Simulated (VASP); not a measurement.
The system is La3In (mix).

```
La In
1.0
     5.11000    0.00000    0.00000
     0.00000    5.11000    0.00000
     0.00000    0.00000    5.11000
La In
3 1
Direct
  0.00000 0.50000 0.50000
  0.50000 0.00000 0.50000
  0.50000 0.50000 0.00000
  0.00000 0.00000 0.00000
```

| Item | Value |
| --- | --- |
| Program | VASP 6.6.1 |
| Task | relaxation of cell and atoms |
| Functional | PBEsol |
| Potentials or basis | VASP PAW PBE potentials, release 64 (La, In_d) |
| Cutoff | 600 eV |
| k mesh | 8 × 8 × 8 |
| Occupations | gaussian, width 0.1 eV |
| Spin | no spin polarisation |

At the start: pressure -3.1 GPa; volume 33.36 Å³/atom.

**Question.** Where does the relaxation end?

**Answer.** Over 3 steps the energy falls by 28.2 meV/atom and the volume is 30.65 Å³/atom (-8.1 %); space group Pm-3m (No. 221, to 0.05 Å).

The path:
| step | energy change (eV) | largest force (eV/Å) | pressure (GPa) | volume (Å³) |
| --- | --- | --- | --- | --- |
| 1 | 0.0000 | 0.0000 | -3.12 | 133.43 |
| 2 | -0.1109 | 0.0000 | 0.49 | 121.29 |
| 3 | -0.1129 | 0.0000 | 0.01 | 122.59 |

Final structure:
```yaml
crystal:
  lattice:
    - [4.96772, 0.00000, 0.00000]
    - [0.00000, 4.96772, 0.00000]
    - [0.00000, 0.00000, 4.96772]
  atoms:
    - { symbol: La, position: [0.00000, 0.50000, 0.50000] }
    - { symbol: La, position: [0.50000, 0.00000, 0.50000] }
    - { symbol: La, position: [0.50000, 0.50000, 0.00000] }
    - { symbol: In, position: [0.00000, 0.00000, 0.00000] }
```

Caveat: the PAW data sets were made with another functional, which shifts forces and pressure a little.
